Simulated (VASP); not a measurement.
InP:

```xyz
2
Lattice="0.0000 2.9880 2.9880 2.9880 0.0000 2.9880 2.9880 2.9880 0.0000" Properties=species:S:1:pos:R:3 pbc="T T T"
In    0.0000    0.0000    0.0000
P     4.4820    4.4820    4.4820
```

Base run:

```yaml
Program: VASP 6.6.1
Functional: PBE
Dispersion: D4
Potentials_or_basis: VASP PAW PBE potentials, release 64 (In_d, P)
Cutoff: 520 eV
k_mesh: 8 × 8 × 8
Occupations: fermi-dirac, width 0.05 eV
Spin: no spin polarisation
```

Its results: band gap on the k mesh 0.39 eV, direct; pressure -2.6 GPa.

Question: The run is repeated on the same cell with these changes: functional from PBE to PBEsol. What comes out?

Answer: Band gap on the k mesh 0.30 eV, direct; pressure -4.0 GPa.

PBEsol binds more tightly than PBE, so the same cell stands under less pressure.

Caveats: spin-orbit coupling is left out, which moves the levels of the heavy elements; the PAW data sets were made with another functional, which shifts forces and pressure a little (some runs).

